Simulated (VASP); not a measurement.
# Pt (Im-3m) in VASP: a series of runs

Pt is run at these levels: revPBE; tasks: single point.

Everything below comes from runs of VASP 6.6.1. Logs are shortened: lines on timing, memory, paths and dates and some standing lists are left out, and cuts for length are marked.

### 1 The cell of the first run

The structure is cubic, space group Im-3m (No. 229). Conventional cell: a = 3.184 Å, b = 3.184 Å, c = 3.184 Å, α = 90.00°, β = 90.00°, γ = 90.00°. Pt (site symmetry m-3m) has 14 Pt at 2.76 to 3.18 Å within 3.6 Å.

This isn't the form of Pt at room conditions, which is fcc.

### 2 Single point, revPBE

INCAR

```
SYSTEM = Pt
PREC = Accurate
ENCUT = 500
EDIFF = 1E-6
ISMEAR = 0
SIGMA = 0.1
LREAL = .FALSE.
LASPH = .TRUE.
NELM = 120
ALGO = Normal
ISIF = 2
LWAVE = .FALSE.
LCHARG = .FALSE.
GGA = RE
NBANDS = 11
GGA_COMPAT = .FALSE.
```

KPOINTS

```
regular mesh
0
G
  8 8 8
  0 0 0
```

POSCAR

```
Pt
1.0
   -1.5918036045      1.5918036045      1.5918036045
    1.5918036045     -1.5918036045      1.5918036045
    1.5918036045      1.5918036045     -1.5918036045
Pt
1
Direct
    0.0000000000      0.0000000000      0.0000000000
```

Potentials or basis: VASP PAW PBE potentials, release 64 (Pt).

On the command line:

```console
> cat potpaw_PBE.64/Pt/POTCAR > POTCAR
> mpirun -np 1 vasp_std > vasp.out
```

OUTCAR:

```text
SYSTEM = Pt
   PREC = Accurate
   ENCUT = 500
   EDIFF = 1E-6
   ISMEAR = 0
   LREAL = .FALSE.
   LASPH = .TRUE.
   NELM = 120
   ISIF = 2
   GGA = RE

 ion  position               nearest neighbor table
   1  0.000  0.000  0.000-

  LATTYP: Found a body centered cubic cell.
 ALAT       =     3.1836072090

  Lattice vectors:

 A1 = (  -1.5918036045,   1.5918036045,   1.5918036045)
 A2 = (   1.5918036045,  -1.5918036045,   1.5918036045)
 A3 = (   1.5918036045,   1.5918036045,  -1.5918036045)

Analysis of symmetry for initial positions (statically):
=====================================================================
 Subroutine PRICEL returns:
 Original cell was already a primitive cell.

 Routine SETGRP: Setting up the symmetry group for a
 body centered cubic supercell.

 Subroutine GETGRP returns: Found 48 space group operations
 (whereof 48 operations were pure point group operations)
 out of a pool of 48 trial point group operations.

The static configuration has the point symmetry O_h .

Analysis of symmetry for dynamics (positions and initial velocities):
=====================================================================
 Subroutine PRICEL returns:
 Original cell was already a primitive cell.

 Routine SETGRP: Setting up the symmetry group for a
 body centered cubic supercell.

 Subroutine GETGRP returns: Found 48 space group operations
 (whereof 48 operations were pure point group operations)
 out of a pool of 48 trial point group operations.

The dynamic configuration has the point symmetry O_h .

 Subroutine INISYM returns: Found 48 space group operations
 (whereof 48 operations are pure point group operations),
 and found     1 'primitive' translations

----------------------------------------------------------------------------------------

                                     Primitive cell

  volume of cell :      16.1335

  direct lattice vectors                    reciprocal lattice vectors
    -1.591803604  1.591803604  1.591803604     0.000000000  0.314109102  0.314109102
     1.591803604 -1.591803604  1.591803604     0.314109102  0.000000000  0.314109102
     1.591803604  1.591803604 -1.591803604     0.314109102  0.314109102  0.000000000

  length of vectors
     2.757084719  2.757084719  2.757084719     0.444217351  0.444217351  0.444217351

  position of ions in fractional coordinates (direct lattice)
     0.000000000  0.000000000  0.000000000

  ion indices of the primitive-cell ions
   primitive index   ion index
                 1           1

----------------------------------------------------------------------------------------

 KPOINTS: regular mesh

Automatic generation of k-mesh.
 Grid dimensions read from file:
 generate k-points for:    8    8    8

 Generating k-lattice:

  Cartesian coordinates                     Fractional coordinates (reciprocal lattice)
     0.000000000  0.039263638  0.039263638     0.125000000  0.000000000  0.000000000
     0.039263638  0.000000000  0.039263638     0.000000000  0.125000000  0.000000000
     0.039263638  0.039263638  0.000000000     0.000000000  0.000000000  0.125000000

  Length of vectors
     0.055527169  0.055527169  0.055527169

  Shift w.r.t. Gamma in fractional coordinates (k-lattice)
     0.000000000  0.000000000  0.000000000

 Subroutine IBZKPT returns following result:
 ===========================================

 Found     29 irreducible k-points:

 Following reciprocal coordinates:
            Coordinates               Weight
  0.000000  0.000000  0.000000      1.000000
  0.125000  0.000000  0.000000     12.000000
  0.250000  0.000000  0.000000     12.000000
  0.375000  0.000000  0.000000     12.000000
  0.500000  0.000000  0.000000      6.000000
  0.125000  0.125000  0.000000     24.000000
[... 16 lines left out ...]
 -0.250000  0.250000  0.250000      6.000000
 -0.375000  0.375000  0.250000     24.000000
 [... further k-points ...]
   k-points           NKPTS =     29   k-points in BZ     NKDIM =     29   number of bands    NBANDS=     11
   number of dos      NEDOS =    301   number of ions     NIONS =      1
   total plane-waves  NPLWV =   8000
   dimension x,y,z NGX =    20 NGY =   20 NGZ =   20
   dimension x,y,z NGXF=    40 NGYF=   40 NGZF=   40
   ions per type =               1
   NGX,Y,Z   is equivalent  to a cutoff of  12.06, 12.06, 12.06 a.u.
   NGXF,Y,Z  is equivalent  to a cutoff of  24.12, 24.12, 24.12 a.u.
 SYSTEM =  Pt
   PREC   = accura    normal or accurate (medium, high low for compatibility)
   ISTART =      0    job   : 0-new  1-cont  2-samecut
   ICHARG =      2    charge: 1-file 2-atom 10-const
   ISPIN  =      1    spin polarized calculation?
   LNONCOLLINEAR =      F non collinear calculations
   LSORBIT =      F    spin-orbit coupling
   LASPH  =      T    aspherical Exc in radial PAW
   ENCUT  =  500.0 eV  36.75 Ry    6.06 a.u.   5.03  5.03  5.03*2*pi/ulx,y,z
   NELM   =    120;   NELMIN=  2; NELMDL= -5     # of ELM steps
   EDIFF  = 0.1E-05   stopping-criterion for ELM
   LREAL  =      F    real-space projection
   EDIFFG = 0.1E-04   stopping-criterion for IOM
   NSW    =      0    number of steps for IOM
   IBRION =     -1    ionic relax: 0-MD 1-quasi-New 2-CG
   NFREE  =      0    steps in history (QN), initial steepest desc. (CG)
   ISIF   =      2    stress and relaxation
   ISYM   =      2    0-nonsym 1-usesym 2-fastsym
   POTIM  = 0.5000    time-step for ionic-motion
   TEBEG  =    0.0;   TEEND  =   0.0 temperature during run
   PSTRESS=    0.0 pullay stress
   NELECT =      10.0000    total number of electrons
   NUPDOWN=      -1.0000    fix difference up-down
   EMIN   =  10.00;   EMAX   =-10.00  energy-range for DOS
   EFERMI =   0.00;   METHOD = LEGACY
   ISMEAR =     0;   SIGMA  =   0.10  broadening in eV -4-tet -1-fermi 0-gaus
   EFERMI_NEDOS =   21; number of points for ismear=-14 and -15
   IALGO  =     38    algorithm
   IMIX   =      4    mixing-type and parameters
     AMIX     =   0.40;   BMIX     =  1.00
     AMIX_MAG =   1.60;   BMIX_MAG =  1.00
  volume/ion in A,a.u.               =      16.13       108.87
  Fermi-wavevector in a.u.,A,eV,Ry     =   1.395828  2.637733 26.508731  1.948337
  Thomas-Fermi vector in A             =   2.519242
   LORBIT       =      0    0 simple, 1 ext, 2 COOP (PROOUT), +10 PAW based schemes
   GGA     = RE    functional components
   LHFCALC =     F    Hartree Fock is set to
   AEXX    =    0.0000 exact exchange contribution
   IVDW    =     0    specifies the selected vdW correction
   LEPSILON=     F    determine dielectric tensor
   LRPA    =     F    only Hartree local field effects (RPA)
 non-spin polarized calculation
 Gauss-broadening in eV      SIGMA  =   0.10
  energy-cutoff  :      500.00
  volume of cell :       16.13
 maximum number of plane-waves:       427
   NGX =  9   NGY =  9   NGZ =  9

 number of electron      10.0000002 magnetization

 Free energy of the ion-electron system (eV)
  ---------------------------------------------------
  ext. energy  EPLUGINS =         0.00000000
  ---------------------------------------------------
  free energy    TOTEN  =        -5.42818586 eV

  energy without entropy =       -5.41247959  energy(sigma->0) =       -5.42033273

 E-fermi :   9.9612     XC(G=0): -13.0311

 val. band max:        9.9448606078   @ k =  -0.2500   0.2500   0.2500
 cond. band min:       9.9700551785   @ k =  -0.3750   0.5000   0.1250
 fundamental gap:      0.0251945707
 Fermi energy:         9.9611661102

 k-point     1 :       0.0000    0.0000    0.0000
  band No.  band energies     occupation
      1       0.6363      2.00000
      2       6.5531      2.00000
      3       6.5531      2.00000
      4       6.5531      2.00000
      5       8.9458      2.00000
      6       8.9458      2.00000
      7      26.9821      0.00000
      8      26.9821      0.00000
      9      26.9821      0.00000
     10      36.7644      0.00000
     11      36.7700      0.00000

 k-point     2 :       0.1250    0.0000    0.0000
  band No.  band energies     occupation
      1       1.2440      2.00000
      2       6.3257      2.00000
      3       6.5433      2.00000
      4       7.0381      2.00000
      5       8.6940      2.00000
      6       8.9642      2.00000
      7      27.1223      0.00000
      8      27.1613      0.00000
      9      27.8686      0.00000
     10      32.9957      0.00000
     11      33.1184      0.00000

 k-point     3 :       0.2500    0.0000    0.0000
  band No.  band energies     occupation
      1       2.7075      2.00000
      2       5.8178      2.00000
      3       6.5955      2.00000
      4       8.3671      2.00000
      5       8.5353      2.00000
      6       9.0436      2.00000
      7      24.2089      0.00000
      8      25.8931      0.00000
      9      30.2177      0.00000
     10      31.1674      0.00000
     11      32.1778      0.00000

 k-point     4 :       0.3750    0.0000    0.0000
  band No.  band energies     occupation
      1       3.5367      2.00000
      2       5.3571      2.00000
      3       8.0117      2.00000
      4       8.8566      2.00000
      5       9.1768      2.00000
      6      10.0458      0.23153
      7      19.1299      0.00000
      8      23.9397      0.00000
      9      27.2737      0.00000
     10      33.0988      0.00000
     11      33.3932      0.00000
[... 239 lines left out ...]
 k-point    22 :       0.2500    0.2500    0.2500
  band No.  band energies     occupation
      1       5.7807      2.00000
      2       5.7807      2.00000
      3       5.7807      2.00000
      4       9.3144      2.00000
      5       9.3144      2.00000
      6      14.6186      0.00000
      7      19.1783      0.00000
      8      19.1783      0.00000
      9      19.1783      0.00000
     10      37.7211      0.00000
     11      37.7211      0.00000

 k-point    23 :      -0.2500    0.2500    0.2500
  band No.  band energies     occupation
      1       4.4376      2.00000
      2       6.1741      2.00000
      3       7.2574      2.00000
      4       7.2574      2.00000
      5       8.2806      2.00000
      6       9.9449      1.18237
      7      24.3294      0.00000
      8      26.1096      0.00000
      9      26.1096      0.00000
     10      27.4466      0.00000
     11      35.7167      0.00000

 k-point    24 :      -0.3750    0.3750    0.2500
  band No.  band energies     occupation
      1       4.9327      2.00000
      2       5.4838      2.00000
      3       7.2680      2.00000
      4       7.9002      2.00000
      5       9.7205      1.99933
      6      11.5831      0.00000
      7      20.5003      0.00000
      8      23.2906      0.00000
      9      25.5659      0.00000
     10      28.5678      0.00000
     11      34.9275      0.00000

 [... further k-points ...]
[... 5 lines left out ...]
  --------------------------------------------------------------------------------------
  -------------------------------------------------------------------------------------
  Total       -0.0419546     -0.0419546     -0.0419546     -0.0000000      0.0000000     -0.0000000
  in kB       -4.1664039     -4.1664039     -4.1664039     -0.0000000      0.0000000     -0.0000000
  external PRESSURE =      -4.1664039 kB  Pullay stress =       0.0000000 kB

 VOLUME and BASIS-vectors are now :
 -----------------------------------------------------------------------------
  energy-cutoff  :      500.00
  volume of cell :       16.13
      direct lattice vectors                 reciprocal lattice vectors
    -1.591803604  1.591803604  1.591803604     0.000000000  0.314109102  0.314109102
     1.591803604 -1.591803604  1.591803604     0.314109102  0.000000000  0.314109102
     1.591803604  1.591803604 -1.591803604     0.314109102  0.314109102  0.000000000

 POSITION                                       TOTAL-FORCE (eV/Angst)
 -----------------------------------------------------------------------------------
      0.00000      0.00000      0.00000         0.000000      0.000000     -0.000000
 -----------------------------------------------------------------------------------
    total drift:                                0.000000     -0.000000      0.000000

  FREE ENERGIE OF THE ION-ELECTRON SYSTEM (eV)
  ---------------------------------------------------
  free  energy   TOTEN  =        -5.4281858608 eV

  energy  without entropy=       -5.4124795893  energy(sigma->0) =       -5.42033273
```

Wall time 2.4 s (1 thread of Intel Xeon 6975P-C (Granite Rapids), shared host); peak memory 0.12 GiB.

What came out:

```yaml
Free_energy: -5.4282 eV
Pressure: -0.4 GPa
Band_gap_on_the_k_mesh: zero (bands 5 and 6 overlap by 1.90 eV)
```

Caveat: the PAW data sets were made with another functional, which shifts forces and pressure a little; spin-orbit coupling is left out, which moves the levels of the heavy elements.

### 3 Single point, revPBE

This run uses another cell than the first one, of 15.79 Å³/atom.

INCAR

```
ALGO     = Normal         # electronic algorithm
EDIFF    = 1E-6           # SCF threshold, eV
ENCUT    = 500            # plane-wave cutoff, eV
GGA      = RE             # functional
GGA_COMPAT= F            
ISIF     = 2              # what is computed and relaxed
ISMEAR   = 0              # smearing method
LASPH    = T              # aspherical terms in the spheres
LCHARG   = T              # write CHGCAR
LELF     = T              # ELF
LREAL    = F              # projectors in reciprocal space
LVHAR    = T            
LWAVE    = F              # write WAVECAR
NBANDS   = 11             # bands
NELM     = 120            # most SCF steps
PREC     = Accurate       # precision mode
SIGMA    = 0.1            # smearing width, eV
```

KPOINTS

```
k-points
0
Gamma
  8 8 8
```

POSCAR

```
Pt
1.0
   -1.5805833017      1.5805833017      1.5805833017
    1.5805833017     -1.5805833017      1.5805833017
    1.5805833017      1.5805833017     -1.5805833017
Pt
1
Direct
    0.0000000000      0.0000000000      0.0000000000
```

Potentials or basis: VASP PAW PBE potentials, release 64 (Pt).

On the command line:

```console
> cat potpaw_PBE.64/Pt/POTCAR > POTCAR
> mpirun -np 1 vasp_std > vasp.out
```

Wall time 2.4 s (1 thread of Intel Xeon 6975P-C (Granite Rapids), shared host); peak memory 0.12 GiB.

The run converged. Its results:

```
Free energy            : -5.4236 eV
Pressure               : 4.5 GPa
Band gap on the k mesh : zero (bands 5 and 6 overlap by 1.98 eV)
```

Levels at points of the mesh, in eV from the Fermi level:
```csv
k point,band 3,band 4,band 5,band 6,band 7,band 8
"(0.00, 0.00, 0.00)",-3.52,-3.52,-1.05,-1.05,17.01,17.01
"(0.50, 0.00, 0.00)",-1.23,-0.73,0.21,1.00,6.26,13.19
"(0.50, 0.50, 0.50)",0.48,0.48,0.48,7.62,7.62,7.62
```

Caveat: the cell stands under pressure; the PAW data sets were made with another functional, which shifts forces and pressure a little; spin-orbit coupling is left out, which moves the levels of the heavy elements.

(Part 1 of 2 ends here.)
